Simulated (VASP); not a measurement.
Write the native input for VASP 6.6.1 that does the following.

| Property | Result |
| --- | --- |
| Task | relaxation of cell and atoms |
| Functional | RPBE |
| Dispersion | D4 |
| Potentials or basis | VASP PAW PBE potentials, release 64 (In_d, As) |
| Cutoff | 600 eV |
| k mesh | 8 × 8 × 8 |
| Occupations | fermi-dirac, width 0.05 eV |
| Spin | no spin polarisation |
| Dipole correction | no |
| Further INCAR settings | ALGO = Normal; EDIFF = 1e-06; IBRION = 2; EDIFFG = -0.01; NSW = 60; ISIF = 3 |

The structure of InAs lies in POSCAR:

```
InAs
1.0
    0.0000000000      3.0180000000      3.0180000000
    3.0180000000      0.0000000000      3.0180000000
    3.0180000000      3.0180000000      0.0000000000
In As
1 1
Direct
    0.0000000000      0.0000000000      0.0000000000
    0.7500000000      0.7500000000      0.7500000000
```

The input as run:

INCAR

```
PREC = Accurate ; ENCUT = 600
EDIFF = 1E-6 ; ISMEAR = -1
SIGMA = 0.05 ; LREAL = False
LASPH = True ; NELM = 80
ALGO = Normal ; ISIF = 3
LWAVE = False ; LCHARG = False
GGA = RP ; IVDW = 13
IBRION = 2 ; NSW = 60
EDIFFG = -0.01
```

KPOINTS

```
regular mesh
0
Gamma
  8 8 8
```

Potentials or basis: VASP PAW PBE potentials, release 64 (In_d, As).

Command:

```sh
$ cat potpaw_PBE.64/In_d/POTCAR potpaw_PBE.64/As/POTCAR > POTCAR
$ mpirun -np 1 vasp_std > vasp.out
```

It gave:

```yaml
Relaxed_volume: 28.45 Å³/atom
Relaxed_cell: a = 4.317 Å, b = 4.317 Å, c = 4.317 Å, α = 60.00°, β = 60.00°, γ = 60.00°
Space_group_after_relaxing_to_0.1_Å: F-43m (No. 216)
Energy_gained_by_relaxing: 5.8 meV/atom
Ionic_steps: 3
Pressure_after_relaxing: 0.0 GPa
Band_gap_on_the_k_mesh: zero (filled and empty bands touch)
Dispersion_energy_per_atom: -0.589 eV
```

Caveat: semilocal functionals underestimate gaps, so a narrow gap can read as zero; the PAW data sets were made with another functional, which shifts forces and pressure a little; spin-orbit coupling is left out, which moves the levels of the heavy elements.

Wall time 94 s on 1 thread of Intel Xeon 8259CL, with other jobs on the host, peak memory 0.23 GiB.
